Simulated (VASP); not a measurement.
Input of a VASP 6.6.1 run:

INCAR

```
SYSTEM = Sn
PREC = Accurate
ENCUT = 520
EDIFF = 1E-7
ISMEAR = -1
SIGMA = 0.05
LREAL = .FALSE.
LASPH = .TRUE.
NELM = 100
ALGO = Normal
ISIF = 2
LWAVE = .FALSE.
LCHARG = .FALSE.
NBANDS = 13
```

Contents of KPOINTS:

```
Automatic mesh
0
G
  11 11 11
  0 0 0
```

POSCAR

```
Sn
1.0
   -1.6410604366      1.6402708048      2.2349609370
    1.6410604366     -1.6402708048      2.2349609370
    1.6410604366      1.6402708048     -2.2349609370
Sn
1
Direct
    0.0000000000      0.0000000000      0.0000000000
```

Potentials or basis: VASP PAW LDA potentials, release 64 (Sn_d).

Launch:

```console
$ cat potpaw_LDA.64/Sn_d/POTCAR > POTCAR
$ mpirun -np 1 vasp_std > vasp.out
```

Task: What does it give for the band gap on the k mesh?

Result: Zero (band 7 reaches 18.01 eV, above the bottom of band 8 at 7.25 eV).

Task: Estimate the pressure.

Result: 5.0 GPa.

Caveat: spin-orbit coupling is left out, which moves the levels of the heavy elements.
